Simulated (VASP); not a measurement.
Set up this calculation in VASP 6.6.1, as the native input.

- Task: single point
- Functional: r2SCAN
- Potentials or basis: VASP PAW PBE potentials, release 64 (Sc_sv, Al)
- Cutoff: 520 eV
- k mesh: 10 × 10 × 10
- Occupations: gaussian, width 0.1 eV
- Spin: no spin polarisation
- Dipole correction: no
- Further INCAR settings: ALGO = Normal; EDIFF = 1e-06; NBANDS = 26

Sc3Al:

```xyz
4
Lattice="4.4269 0.0000 0.0000 0.0000 4.4269 0.0000 0.0000 0.0000 4.4269" Properties=species:S:1:pos:R:3 pbc="T T T"
Sc    2.2135    0.0000    2.2135
Sc    0.0000    2.2135    2.2135
Sc    2.2135    2.2135    0.0000
Al    0.0000    0.0000    0.0000
```

The input as run:

POSCAR

```
Sc3Al
1.0
    4.4269043427      0.0000000000      0.0000000000
    0.0000000000      4.4269043427      0.0000000000
    0.0000000000      0.0000000000      4.4269043427
Sc Al
3 1
Direct
    0.5000000000      0.0000000000      0.5000000000
    0.0000000000      0.5000000000      0.5000000000
    0.5000000000      0.5000000000      0.0000000000
    0.0000000000      0.0000000000      0.0000000000
```

INCAR.step1

```
  PREC = Accurate
  ENCUT = 520
  ISMEAR = 0
  SIGMA = 0.1
  LREAL = F
  LASPH = T
  NELM = 100
  NBANDS = 26
  GGA = PE
  ALGO = Normal
  EDIFF = 1E-4
  LWAVE = T
  LCHARG = F
```

INCAR.step2

```
  PREC = Accurate
  ENCUT = 520
  EDIFF = 1E-6
  ISMEAR = 0
  SIGMA = 0.1
  LREAL = F
  LASPH = T
  NELM = 100
  ALGO = Normal
  ISIF = 2
  LWAVE = F
  LCHARG = F
  METAGGA = R2SCAN
  LMIXTAU = T
  NBANDS = 26
  ISTART = 1
```

KPOINTS

```
Automatic mesh
0
Gamma
  10 10 10
```

Potentials or basis: VASP PAW PBE potentials, release 64 (Sc_sv, Al).

Run with:

```console
$ cat potpaw_PBE.64/Sc_sv/POTCAR potpaw_PBE.64/Al/POTCAR > POTCAR
$ cp INCAR.step1 INCAR
$ mpirun -np 1 vasp_std > vasp.out
$ cp INCAR.step2 INCAR
$ mpirun -np 1 vasp_std > vasp.out
```

It gave:

The pressure is 0.2 GPa and the band gap on the k mesh is zero (bands 18 and 19 overlap by 1.65 eV).

Caveat: the PAW data sets were made with another functional, which shifts forces and pressure a little.

Run time: 21 min on 1 thread of Intel Xeon 8259CL, with other jobs on the host, peak memory 0.25 GiB.
